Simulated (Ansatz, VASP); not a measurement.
Ge in VASP and in Ansatz

```
CELL_PARAMETERS angstrom
4.00262 0.00000 0.00000
-2.00131 3.46637 0.00000
0.00000 0.00000 10.13824
ATOMIC_POSITIONS crystal
Ge 0.00000 0.00000 0.50000
Ge 0.00000 0.00000 0.00000
Ge 0.66667 0.33333 0.37429
Ge 0.33333 0.66667 0.62571
Ge 0.33333 0.66667 0.87429
Ge 0.66667 0.33333 0.12571
```

Alike in both runs: functional PBE; k mesh 6 × 6 × 2; occupations gaussian, width 0.1 eV; no spin polarisation.

Ansatz relaxed the structure, and its values are those at the end. VASP's run is a single point on that final structure, the one shown.

```csv
,VASP,Ansatz
version,VASP 6.6.1,Ansatz 0.2.0
potentials or method,"VASP PAW PBE potentials, release 64 (Ge_d), cutoff 520 eV","scalar-relativistic, plane waves, PAW"
valence electrons in the cell,84,84
```

|  | VASP | Ansatz | Ansatz less VASP |
| --- | --- | --- | --- |
| gap on the k mesh at the Fermi level (eV) | none | none | - |
| pressure (GPa) | 0.1 | 0.1 | -0.01 |

A gap of «none» marks a metal or a gap that the smearing closes. The functional is the same, so the differences come from potentials, cutoffs and numerics.
